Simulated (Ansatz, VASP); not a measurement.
**CuI in VASP and in Ansatz**

INCAR

```
ALGO = Normal ; EDIFF = 1E-6
ENCUT = 600 ; GGA = PS
GGA_COMPAT = F ; ISIF = 2
ISMEAR = 0 ; LASPH = T
LCHARG = F ; LREAL = F
LWAVE = F ; NBANDS = 26
NELM = 120 ; PREC = Accurate
SIGMA = 0.01
```

The input KPOINTS:

```
k-points
0
Gamma
  6 6 4
```

The input POSCAR:

```
CuI
1.0
    4.0056276822      0.0000000000      0.0000000000
    0.0000000000      4.0056276822      0.0000000000
    0.0000000000      0.0000000000      6.4736384715
Cu I
2 2
Direct
    0.0000000000      0.0000000000      0.0000000000
    0.5000000000      0.5000000000      0.0000000000
    0.0000000000      0.5000000000      0.2614620756
    0.5000000000      0.0000000000      0.7385379244
```

Input for Ansatz:

```yaml
crystal:
  lattice:
    - [4.00562768215, 0.0, 0.0]
    - [0.0, 4.00562768215, 0.0]
    - [0.0, 0.0, 6.4736384715]
  atoms:
    - { symbol: Cu, position: [0.0, 0.0, 0.0] }
    - { symbol: Cu, position: [0.5, 0.5, 0.0] }
    - { symbol: I, position: [0.0, 0.5, 0.261462075562] }
    - { symbol: I, position: [0.5, 0.0, 0.738537924438] }
kpoints:
  mp_grid: { grid: [6, 6, 4] }
scf:
  occupations: { method: fixed }
  convergence: { dr2_threshold: 1.0e-10 }
hamiltonian:
  xc: pbesol
  pseudopotentials: { kind: all_electron, lapw: { basis_error: 0.0005 } }
output:
  forces: true
  stress: true
  eigenstates:
    kpoints:
      - [0.0, 0.0, 0.0]
      - [0.0, 0.5, 0.5]
      - [0.5, 0.0, 0.5]
      - [0.0, 0.0, -0.5]
      - [-0.5, -0.5, 0.0]
      - [-0.5, -0.5, -0.5]
      - [0.0, -0.5, 0.0]
      - [-0.5, 0.0, 0.0]
  eigenvalues: true
```

Change from the starting cell: unstrained.

Alike in both runs: task single point; functional PBEsol; k mesh 6 × 6 × 4; no spin polarisation.

|  | VASP | Ansatz |
| --- | --- | --- |
| version | VASP 6.6.1 | Ansatz 0.2.0 |
| potentials or method | VASP PAW PBE potentials, release 64 (Cu, I), cutoff 600 eV | all-electron LAPW, scalar-relativistic |
| occupations | gaussian, width 0.01 eV | fixed |

VASP gave:

- gap on the k mesh at the Fermi level (eV): 1.53
- pressure (GPa): 0.2
- rms of the force components (eV/Å): 0.009

Q: What did Ansatz give for the same quantities?

A: gap on the k mesh at the Fermi level (eV): 1.52; pressure (GPa): 0.0; rms of the force components (eV/Å): 0.001.

VASP's potentials were made for PBE, not for PBEsol. Atom by atom the forces differ by 0.009 eV/Å (rms over components). Ansatz ran all-electron here, and VASP with PAW potentials.

Neither program's run includes spin-orbit coupling.
